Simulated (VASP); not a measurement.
# RuAu in VASP: a series of runs

RuAu is run at these levels: PBE; tasks: single point.

All numbers are computed with VASP 6.6.1; they aren't measurements. Logs are shortened: lines on timing, memory, paths and dates and some standing lists are left out, and cuts for length are marked.

## (1) The cell of the first run

Symmetry: Pm-3m, No. 221, cubic system. The conventional cell has a = 3.144 Å, b = 3.144 Å, c = 3.144 Å, α = 90.00°, β = 90.00°, γ = 90.00°. Ru (site symmetry m-3m) has 8 Au at 2.72 Å and 6 Ru at 3.14 Å within 3.6 Å. Within 3.6 Å of Au (site symmetry m-3m) lie 8 Ru at 2.72 Å and 6 Au at 3.14 Å.

## (2) Single point, PBE (volume scaled by 0.98)

INCAR reads:

```
SYSTEM = RuAu
ALGO = Normal
EDIFF = 1E-6
ENCUT = 520
GGA = PE
ISIF = 2
ISMEAR = -1
LASPH = .True.
LCHARG = .True.
LELF = .True.
LREAL = .False.
LVHAR = .True.
LWAVE = .False.
NBANDS = 20
NELM = 100
PREC = Accurate
SIGMA = 0.05
```

KPOINTS reads:

```
k-points
0
Gamma
  8 8 8
  0 0 0
```

POSCAR reads:

```
RuAu
1.0
    3.1435690244      0.0000000000      0.0000000000
    0.0000000000      3.1435690244      0.0000000000
    0.0000000000      0.0000000000      3.1435690244
Ru Au
1 1
Direct
    0.0000000000      0.0000000000      0.0000000000
    0.5000000000      0.5000000000      0.5000000000
```

Potentials or basis: VASP PAW PBE potentials, release 64 (Ru_pv, Au).

On the command line:

```
$ cat potpaw_PBE.64/Ru_pv/POTCAR potpaw_PBE.64/Au/POTCAR > POTCAR
$ mpirun -np 1 vasp_std > vasp.out
```

OUTCAR:

```text
SYSTEM = RuAu
   EDIFF = 1E-6
   ENCUT = 520
   GGA = PE
   ISIF = 2
   ISMEAR = -1
   LASPH = .True.
   LREAL = .False.
   NELM = 100
   PREC = Accurate

 ion  position               nearest neighbor table
   1  0.000  0.000  0.000-   2 2.72   2 2.72   2 2.72   2 2.72   2 2.72   2 2.72   2 2.72   2 2.72

   2  0.500  0.500  0.500-   1 2.72   1 2.72   1 2.72   1 2.72   1 2.72   1 2.72   1 2.72   1 2.72

  LATTYP: Found a simple cubic cell.
 ALAT       =     3.1435690244

  Lattice vectors:

 A1 = (   3.1435690244,   0.0000000000,   0.0000000000)
 A2 = (   0.0000000000,   3.1435690244,   0.0000000000)
 A3 = (   0.0000000000,   0.0000000000,   3.1435690244)

Analysis of symmetry for initial positions (statically):
=====================================================================
 Subroutine PRICEL returns:
 Original cell was already a primitive cell.

 Routine SETGRP: Setting up the symmetry group for a
 simple cubic supercell.

 Subroutine GETGRP returns: Found 48 space group operations
 (whereof 48 operations were pure point group operations)
 out of a pool of 48 trial point group operations.

The static configuration has the point symmetry O_h .

Analysis of symmetry for dynamics (positions and initial velocities):
=====================================================================
 Subroutine PRICEL returns:
 Original cell was already a primitive cell.

 Routine SETGRP: Setting up the symmetry group for a
 simple cubic supercell.

 Subroutine GETGRP returns: Found 48 space group operations
 (whereof 48 operations were pure point group operations)
 out of a pool of 48 trial point group operations.

The dynamic configuration has the point symmetry O_h .

 Subroutine INISYM returns: Found 48 space group operations
 (whereof 48 operations are pure point group operations),
 and found     1 'primitive' translations

----------------------------------------------------------------------------------------

                                     Primitive cell

  volume of cell :      31.0648

  direct lattice vectors                    reciprocal lattice vectors
     3.143569024  0.000000000  0.000000000     0.318109764  0.000000000  0.000000000
     0.000000000  3.143569024  0.000000000     0.000000000  0.318109764  0.000000000
     0.000000000  0.000000000  3.143569024     0.000000000  0.000000000  0.318109764

  length of vectors
     3.143569024  3.143569024  3.143569024     0.318109764  0.318109764  0.318109764

  position of ions in fractional coordinates (direct lattice)
     0.000000000  0.000000000  0.000000000
     0.500000000  0.500000000  0.500000000

  ion indices of the primitive-cell ions
   primitive index   ion index
                 1           1
                 2           2

----------------------------------------------------------------------------------------

 KPOINTS: k-points

Automatic generation of k-mesh.
 Grid dimensions read from file:
 generate k-points for:    8    8    8

 Generating k-lattice:

  Cartesian coordinates                     Fractional coordinates (reciprocal lattice)
     0.039763720  0.000000000  0.000000000     0.125000000  0.000000000  0.000000000
     0.000000000  0.039763720  0.000000000     0.000000000  0.125000000  0.000000000
     0.000000000  0.000000000  0.039763720     0.000000000  0.000000000  0.125000000

  Length of vectors
     0.039763720  0.039763720  0.039763720

  Shift w.r.t. Gamma in fractional coordinates (k-lattice)
     0.000000000  0.000000000  0.000000000

 Subroutine IBZKPT returns following result:
 ===========================================

 Found     35 irreducible k-points:

 Following reciprocal coordinates:
            Coordinates               Weight
  0.000000  0.000000  0.000000      1.000000
  0.125000  0.000000  0.000000      6.000000
  0.250000  0.000000  0.000000      6.000000
  0.375000  0.000000  0.000000      6.000000
  0.500000  0.000000  0.000000      3.000000
  0.125000  0.125000  0.000000     12.000000
[... 16 lines left out ...]
  0.375000  0.375000  0.125000     24.000000
  0.500000  0.375000  0.125000     24.000000
 [... further k-points ...]
   k-points           NKPTS =     35   k-points in BZ     NKDIM =     35   number of bands    NBANDS=     20
   number of dos      NEDOS =    301   number of ions     NIONS =      2
   total plane-waves  NPLWV =  13824
   dimension x,y,z NGX =    24 NGY =   24 NGZ =   24
   dimension x,y,z NGXF=    48 NGYF=   48 NGZF=   48
   ions per type =               1   1
   NGX,Y,Z   is equivalent  to a cutoff of  12.69, 12.69, 12.69 a.u.
   NGXF,Y,Z  is equivalent  to a cutoff of  25.38, 25.38, 25.38 a.u.
 SYSTEM =  RuAu
   PREC   = accura    normal or accurate (medium, high low for compatibility)
   ISTART =      0    job   : 0-new  1-cont  2-samecut
   ICHARG =      2    charge: 1-file 2-atom 10-const
   ISPIN  =      1    spin polarized calculation?
   LNONCOLLINEAR =      F non collinear calculations
   LSORBIT =      F    spin-orbit coupling
   LASPH  =      T    aspherical Exc in radial PAW
   ENCUT  =  520.0 eV  38.22 Ry    6.18 a.u.   5.84  5.84  5.84*2*pi/ulx,y,z
   NELM   =    100;   NELMIN=  2; NELMDL= -5     # of ELM steps
   EDIFF  = 0.1E-05   stopping-criterion for ELM
   LREAL  =      F    real-space projection
   EDIFFG = 0.1E-04   stopping-criterion for IOM
   NSW    =      0    number of steps for IOM
   IBRION =     -1    ionic relax: 0-MD 1-quasi-New 2-CG
   NFREE  =      0    steps in history (QN), initial steepest desc. (CG)
   ISIF   =      2    stress and relaxation
   ISYM   =      2    0-nonsym 1-usesym 2-fastsym
   POTIM  = 0.5000    time-step for ionic-motion
   TEBEG  =    0.0;   TEEND  =   0.0 temperature during run
   PSTRESS=    0.0 pullay stress
   NELECT =      25.0000    total number of electrons
   NUPDOWN=      -1.0000    fix difference up-down
   EMIN   =  10.00;   EMAX   =-10.00  energy-range for DOS
   EFERMI =   0.00;   METHOD = LEGACY
   ISMEAR =    -1;   SIGMA  =   0.05  broadening in eV -4-tet -1-fermi 0-gaus
   EFERMI_NEDOS =   21; number of points for ismear=-14 and -15
   IALGO  =     38    algorithm
   IMIX   =      4    mixing-type and parameters
     AMIX     =   0.40;   BMIX     =  1.00
     AMIX_MAG =   1.60;   BMIX_MAG =  1.00
  volume/ion in A,a.u.               =      15.53       104.82
  Fermi-wavevector in a.u.,A,eV,Ry     =   1.522761  2.877602 31.549217  2.318802
  Thomas-Fermi vector in A             =   2.631297
   LORBIT       =      0    0 simple, 1 ext, 2 COOP (PROOUT), +10 PAW based schemes
   GGA     = PE    functional components
   LHFCALC =     F    Hartree Fock is set to
   AEXX    =    0.0000 exact exchange contribution
   IVDW    =     0    specifies the selected vdW correction
   LEPSILON=     F    determine dielectric tensor
   LRPA    =     F    only Hartree local field effects (RPA)
 non-spin polarized calculation
  energy-cutoff  :      520.00
  volume of cell :       31.06
 maximum number of plane-waves:       860
 NGX is ok and might be reduce to    24
   NGX = 11   NGY = 11   NGZ = 11

 number of electron      24.9999991 magnetization

 Free energy of the ion-electron system (eV)
  ---------------------------------------------------
  ext. energy  EPLUGINS =         0.00000000
  ---------------------------------------------------
  free energy    TOTEN  =       -11.24078929 eV

  energy without entropy =      -11.21597842  energy(sigma->0) =      -11.22838386

 E-fermi :  10.7279     XC(G=0): -13.2877

 val. band max:       10.7149082361   @ k =   0.3750   0.1250   0.0000
 cond. band min:      10.7804094262   @ k =   0.3750   0.1250   0.1250
 fundamental gap:      0.0655011902
 Fermi energy:        10.7278679890

 k-point     1 :       0.0000    0.0000    0.0000
  band No.  band energies     occupation
      1     -31.7941      2.00000
      2     -31.7941      2.00000
      3     -31.7941      2.00000
      4       1.6254      2.00000
      5       4.0024      2.00000
      6       4.0024      2.00000
[... 12 lines left out ...]
     19      25.3357      0.00000
     20      27.6513      0.00000

 k-point     2 :       0.1250    0.0000    0.0000
  band No.  band energies     occupation
      1     -31.8115      2.00000
      2     -31.7931      2.00000
      3     -31.7931      2.00000
      4       1.9328      2.00000
      5       4.1270      2.00000
      6       4.2056      2.00000
[... 12 lines left out ...]
     19      26.1710      0.00000
     20      27.5463      0.00000

 k-point     3 :       0.2500    0.0000    0.0000
  band No.  band energies     occupation
      1     -31.8534      2.00000
      2     -31.7908      2.00000
      3     -31.7908      2.00000
      4       2.7784      2.00000
      5       4.4732      2.00000
      6       4.7510      2.00000
[... 12 lines left out ...]
     19      25.9762      0.00000
     20      27.3818      0.00000

 k-point     4 :       0.3750    0.0000    0.0000
  band No.  band energies     occupation
      1     -31.8950      2.00000
      2     -31.7886      2.00000
      3     -31.7886      2.00000
      4       3.8278      2.00000
      5       4.9267      2.00000
      6       5.5078      2.00000
[... 12 lines left out ...]
     19      25.2985      0.00000
     20      27.2315      0.00000

 k-point     5 :       0.5000    0.0000    0.0000
  band No.  band energies     occupation
      1     -31.9121      2.00000
      2     -31.7876      2.00000
      3     -31.7876      2.00000
      4       4.3249      2.00000
      5       5.1768      2.00000
      6       6.0863      2.00000
[... 12 lines left out ...]
     19      26.3204      0.00000
     20      26.3204      0.00000

 k-point     6 :       0.1250    0.1250    0.0000
  band No.  band energies     occupation
      1     -31.8117      2.00000
      2     -31.8089      2.00000
      3     -31.7921      2.00000
      4       2.2236      2.00000
      5       4.2725      2.00000
      6       4.3753      2.00000
[... 12 lines left out ...]
     19      27.0875      0.00000
     20      27.7331      0.00000

 k-point     7 :       0.2500    0.1250    0.0000
  band No.  band energies     occupation
      1     -31.8517      2.00000
      2     -31.8073      2.00000
      3     -31.7896      2.00000
      4       3.0038      2.00000
      5       4.5867      2.00000
      6       4.9015      2.00000
[... 12 lines left out ...]
     19      26.7840      0.00000
     20      27.0563      0.00000
[... 277 lines left out ...]
 k-point    20 :       0.2500    0.2500    0.1250
  band No.  band energies     occupation
      1     -31.8480      2.00000
      2     -31.8436      2.00000
      3     -31.8029      2.00000
      4       3.8105      2.00000
      5       4.9386      2.00000
      6       5.4705      2.00000
[... 12 lines left out ...]
     19      25.2518      0.00000
     20      26.4018      0.00000

 k-point    21 :       0.3750    0.2500    0.1250
  band No.  band energies     occupation
      1     -31.8853      2.00000
      2     -31.8417      2.00000
      3     -31.7996      2.00000
      4       4.2461      2.00000
      5       4.8326      2.00000
      6       5.5279      2.00000
[... 12 lines left out ...]
     19      22.9832      0.00000
     20      25.2461      0.00000

 k-point    22 :       0.5000    0.2500    0.1250
  band No.  band energies     occupation
      1     -31.9016      2.00000
      2     -31.8401      2.00000
      3     -31.7983      2.00000
      4       4.4555      2.00000
      5       4.6255      2.00000
      6       5.5218      2.00000
[... 12 lines left out ...]
     19      23.3974      0.00000
     20      24.3682      0.00000

 k-point    23 :       0.3750    0.3750    0.1250
  band No.  band energies     occupation
      1     -31.8812      2.00000
      2     -31.8790      2.00000
      3     -31.7962      2.00000
      4       4.1906      2.00000
      5       4.4292      2.00000
      6       5.2769      2.00000
[... 12 lines left out ...]
     19      22.8154      0.00000
     20      24.5321      0.00000

 k-point    24 :       0.5000    0.3750    0.1250
  band No.  band energies     occupation
      1     -31.8959      2.00000
      2     -31.8780      2.00000
      3     -31.7947      2.00000
      4       4.1987      2.00000
      5       4.2154      2.00000
      6       5.2451      2.00000
[... 12 lines left out ...]
     19      23.4248      0.00000
     20      23.9633      0.00000

 [... further k-points ...]
[... 5 lines left out ...]
  --------------------------------------------------------------------------------------
  -------------------------------------------------------------------------------------
  Total        0.8829763      0.8829763      0.8829763     -0.0000000     -0.0000000      0.0000000
  in kB       45.5397487     45.5397487     45.5397487     -0.0000000     -0.0000000      0.0000000
  external PRESSURE =      45.5397487 kB  Pullay stress =       0.0000000 kB

 VOLUME and BASIS-vectors are now :
 -----------------------------------------------------------------------------
  energy-cutoff  :      520.00
  volume of cell :       31.06
      direct lattice vectors                 reciprocal lattice vectors
     3.143569024  0.000000000  0.000000000     0.318109764  0.000000000  0.000000000
     0.000000000  3.143569024  0.000000000     0.000000000  0.318109764  0.000000000
     0.000000000  0.000000000  3.143569024     0.000000000  0.000000000  0.318109764

 POSITION                                       TOTAL-FORCE (eV/Angst)
 -----------------------------------------------------------------------------------
      0.00000      0.00000      0.00000         0.000000      0.000000      0.000000
      1.57178      1.57178      1.57178         0.000000      0.000000      0.000000
 -----------------------------------------------------------------------------------
    total drift:                                0.000000      0.000000     -0.000000

  FREE ENERGIE OF THE ION-ELECTRON SYSTEM (eV)
  ---------------------------------------------------
  free  energy   TOTEN  =       -11.2407892913 eV

  energy  without entropy=      -11.2159784216  energy(sigma->0) =      -11.22838386
```

Wall time 8.8 s (1 thread of Intel Xeon 6975P-C (Granite Rapids), shared host); peak memory 0.15 GiB.

Results:

| Quantity | Value |
| --- | --- |
| Free energy | -11.2408 eV |
| Pressure | 4.6 GPa |

Caveat: spin-orbit coupling is left out, which moves the levels of the heavy elements.

(Continued in part 2 of 2.)
